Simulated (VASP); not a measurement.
# Be (P6_3/mmc) in VASP: further runs, part 2 of 2

VASP 6.6.1.

## (3) Relaxation of cell and atoms, PBE

This run uses another cell than the first one, of 8.24 Å³/atom, 1.043 times its volume.

INCAR reads:

```
PREC = Accurate
ENCUT = 600
EDIFF = 1E-6
ISMEAR = 0
SIGMA = 0.1
LREAL = F
LASPH = T
NELM = 100
ALGO = Normal
ISIF = 3
LWAVE = F
LCHARG = F
GGA = PE
IBRION = 2
NSW = 100
EDIFFG = -0.005
```

KPOINTS reads:

```
Automatic mesh
0
Gamma
  21 21 12
```

POSCAR reads:

```
Be
1.0
    2.2995019849      0.0000000000      0.0000000000
   -1.1497509925      1.9914271350      0.0000000000
    0.0000000000      0.0000000000      3.6009000000
Be
2
Direct
    0.3333333333      0.6666666667      0.2500000000
    0.6666666667      0.3333333333      0.7500000000
```

Potentials or basis: VASP PAW PBE potentials, release 64 (Be).

On the command line:

```console
> cat potpaw_PBE.64/Be/POTCAR > POTCAR
> mpirun -np 1 vasp_std > vasp.out
```

OUTCAR:

```text
PREC = Accurate
   ENCUT = 600
   EDIFF = 1E-6
   ISMEAR = 0
   LREAL = F
   LASPH = T
   NELM = 100
   ISIF = 3
   GGA = PE
   IBRION = 2
   NSW = 100
   EDIFFG = -0.005

 ion  position               nearest neighbor table
   1  0.333  0.667  0.250-   2 2.24   2 2.24   2 2.24   2 2.24   2 2.24   2 2.24
   2  0.667  0.333  0.750-   1 2.24   1 2.24   1 2.24   1 2.24   1 2.24   1 2.24

  LATTYP: Found a hexagonal cell.
 ALAT       =     2.2995019849
 C/A-ratio  =     1.5659477677

  Lattice vectors:

 A1 = (   2.2995019849,   0.0000000000,   0.0000000000)
 A2 = (  -1.1497509925,   1.9914271350,   0.0000000000)
 A3 = (   0.0000000000,   0.0000000000,   3.6009000000)

Analysis of symmetry for initial positions (statically):
=====================================================================
 Subroutine PRICEL returns:
 Original cell was already a primitive cell.

 Routine SETGRP: Setting up the symmetry group for a
 hexagonal supercell.

 Subroutine GETGRP returns: Found 24 space group operations
 (whereof 12 operations were pure point group operations)
 out of a pool of 24 trial point group operations.

[... 170 lines left out ...]
  Direction    XX          YY          ZZ          XY          YZ          ZX
  --------------------------------------------------------------------------------------
  -------------------------------------------------------------------------------------
  Total       -0.5215234     -0.5215234     -0.3768111      0.0000000      0.0000000      0.0000000
  in kB      -50.6728236    -50.6728236    -36.6121318      0.0000000      0.0000000      0.0000000
  external PRESSURE =     -45.9859263 kB  Pullay stress =       0.0000000 kB
[... 167 lines left out ...]
--------------------------------------- Ionic step        6  -------------------------------------------

 number of electron       4.0000000 magnetization

 Free energy of the ion-electron system (eV)
  ---------------------------------------------------
  ext. energy  EPLUGINS =         0.00000000
  ---------------------------------------------------
  free energy    TOTEN  =        -7.53058959 eV

  energy without entropy =       -7.52905212  energy(sigma->0) =       -7.52982085

 E-fermi :   7.0626     XC(G=0): -10.6035

 val. band max:        7.0239681449   @ k =   0.2857   0.2381   0.0833
 cond. band min:       7.0649472656   @ k =   0.3333   0.2857   0.3333
 fundamental gap:      0.0409791207
 Fermi energy:         7.0625881649

 k-point     1 :       0.0000    0.0000    0.0000
  band No.  band energies     occupation
      1      -4.3280      2.00000
      2       2.5698      2.00000
      3       8.1084      0.00000
      4      23.0334      0.00000
      5      23.0334      0.00000
      6      25.8722      0.00000
[... 199 lines left out ...]
 k-point    24 :       0.1905    0.0952    0.0000
  band No.  band energies     occupation
      1      -2.4969      2.00000
      2       4.9503      2.00000
      3       8.4249      0.00000
      4      15.2397      0.00000
      5      17.5223      0.00000
      6      23.2985      0.00000

 [... further k-points ...]
[... 5 lines left out ...]
  --------------------------------------------------------------------------------------
  -------------------------------------------------------------------------------------
  Total        0.0090694      0.0090694      0.0068510     -0.0000000     -0.0000000      0.0000000
  in kB        0.9183815      0.9183815      0.6937403     -0.0000000     -0.0000000      0.0000000
  external PRESSURE =       0.8435011 kB  Pullay stress =       0.0000000 kB
[... 17 lines left out ...]
  FREE ENERGIE OF THE ION-ELECTRON SYSTEM (eV)
  ---------------------------------------------------
  free  energy   TOTEN  =        -7.5305895854 eV

  energy  without entropy=       -7.5290521168  energy(sigma->0) =       -7.52982085

 reached required accuracy - stopping structural energy minimisation
```

OSZICAR:

```text
N       E                     dE             d eps       ncg     rms          rms(c)
DAV:   1    -0.181057113224E+01   -0.18106E+01   -0.19307E+03  4044   0.612E+02
DAV:   2    -0.753515068196E+01   -0.57246E+01   -0.54051E+01  6138   0.700E+01
DAV:   3    -0.757817816816E+01   -0.43027E-01   -0.42865E-01  5364   0.548E+00
DAV:   4    -0.757823109093E+01   -0.52923E-04   -0.52922E-04  5784   0.181E-01
[... 24 lines left out ...]
DAV:   2    -0.753058956484E+01    0.77967E-06   -0.33643E-06  4914   0.176E-02
   5 F= -.75305896E+01 E0= -.75298191E+01  d E =-.709136E-04
       N       E                     dE             d eps       ncg     rms          rms(c)
DAV:   1    -0.753058962398E+01    0.72053E-06   -0.12581E-05  5382   0.250E-02    0.149E-03
DAV:   2    -0.753058958541E+01    0.38573E-07   -0.51311E-08  3096   0.212E-03
   6 F= -.75305896E+01 E0= -.75298209E+01  d E =-.709341E-04
```

Wall time 34 s (1 thread of Intel Xeon 6975P-C (Granite Rapids), shared host); peak memory 0.15 GiB.

What came out:

* Free energy: -7.5306 eV
* Relaxed volume: 7.91 Å³/atom
* Relaxed cell: a = 2.263 Å, b = 2.263 Å, c = 3.568 Å, α = 90.00°, β = 90.00°, γ = 120.00°
* Space group after relaxing (to 0.05 Å): P6_3/mmc (No. 194)
* Energy gained by relaxing: 5.0 meV/atom
* Ionic steps: 6
* Pressure after relaxing: 0.1 GPa
* Band gap on the k mesh: zero (band 2 reaches 8.01 eV, above the bottom of band 3 at 5.93 eV)

The path:
```
step  energy change (eV)  largest force (eV/Å)  pressure (GPa)  volume (Å³)
   1              0.0000                0.0000           -4.60        16.49
   2             -0.0097                0.0000           -0.72        15.93
   3             -0.0100                0.0000            0.04        15.83
   4             -0.0100                0.0000            0.14        15.82
   5             -0.0101                0.0000            0.09        15.82
   6             -0.0101                0.0000            0.08        15.82
```

Final structure:
```
Be
1.0
     2.26294    0.00000    0.00000
    -1.13147    1.95977    0.00000
     0.00000    0.00000    3.56772
Be
2
Direct
  0.33333 0.66667 0.25000
  0.66667 0.33333 0.75000
```

Levels at points of the mesh, in eV from the Fermi level:
| k point | band 1 | band 2 | band 3 | band 4 | band 5 | band 6 |
| --- | --- | --- | --- | --- | --- | --- |
| (0.00, 0.00, 0.00) | -11.39 | -4.49 | 1.05 | 15.97 | 15.97 | 18.81 |
| (0.00, 0.00, 0.50) | -9.23 | -9.23 | 10.63 | 10.63 | 17.61 | 17.61 |
